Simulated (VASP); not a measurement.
**Mo12S: single point with PBE**

The system is Mo12S, a slab with vacuum.

```
Mo S
1.0
     5.47409    0.00000    0.00000
    -1.82470    5.16102    0.00000
     0.00000    0.00000   19.80824
Mo S
12 1
Direct
  0.25000 0.25000 0.20194
  0.25000 0.75000 0.20194
  0.75000 0.25000 0.20194
  0.75000 0.75000 0.20194
  0.00000 0.00000 0.31069
  0.00000 0.50000 0.31069
  0.50000 0.00000 0.31069
  0.50000 0.50000 0.31069
  0.25000 0.25000 0.41943
  0.25000 0.75000 0.41943
  0.75000 0.25000 0.41943
  0.75000 0.75000 0.41943
  0.41667 0.50000 0.51018
```

```json
{"Program": "VASP 6.6.1", "Task": "single point", "Functional": "PBE", "Potentials or basis": "VASP PAW PBE potentials, release 64 (Mo_sv, S)", "Cutoff": "520 eV", "k mesh": "5 × 5 × 1", "Occupations": "gaussian, width 0.1 eV", "Spin": "no spin polarisation", "Dipole correction": "yes", "Further INCAR settings": "ALGO = Normal; EDIFF = 1e-07; NBANDS = 99"}
```

```
Largest force          : 1.435 eV/Å
Band gap on the k mesh : zero (bands 87 and 88 overlap by 1.47 eV)
```

Forces on the atoms (eV/Å):
```
Mo  -0.131 -0.164  0.170
Mo  -0.026  0.036 -0.165
Mo   0.011 -0.003 -0.181
Mo   0.104  0.272  0.275
Mo  -0.102 -0.183 -1.092
Mo   0.018 -0.040  0.139
Mo  -0.025 -0.009  0.124
Mo  -0.008  0.040 -0.391
Mo  -0.590 -1.250 -0.387
Mo  -0.336  0.124  0.657
Mo   0.141 -0.169  0.242
Mo   0.255  0.177  0.605
S    0.688  1.169  0.005
```

Levels at points of the mesh, in eV from the Fermi level:
| k point | band 84 | band 85 | band 86 | band 87 | band 88 | band 89 | band 90 | band 91 |
| --- | --- | --- | --- | --- | --- | --- | --- | --- |
| (0.00, 0.00, 0.00) | 0.20 | 0.41 | 0.78 | 0.91 | 1.23 | 1.31 | 1.33 | 1.36 |

Wall time 33 min on 1 thread of Intel(R) Xeon(R) Platinum 8488C (Sapphire Rapids) (shared host), peak memory 0.84 GiB.
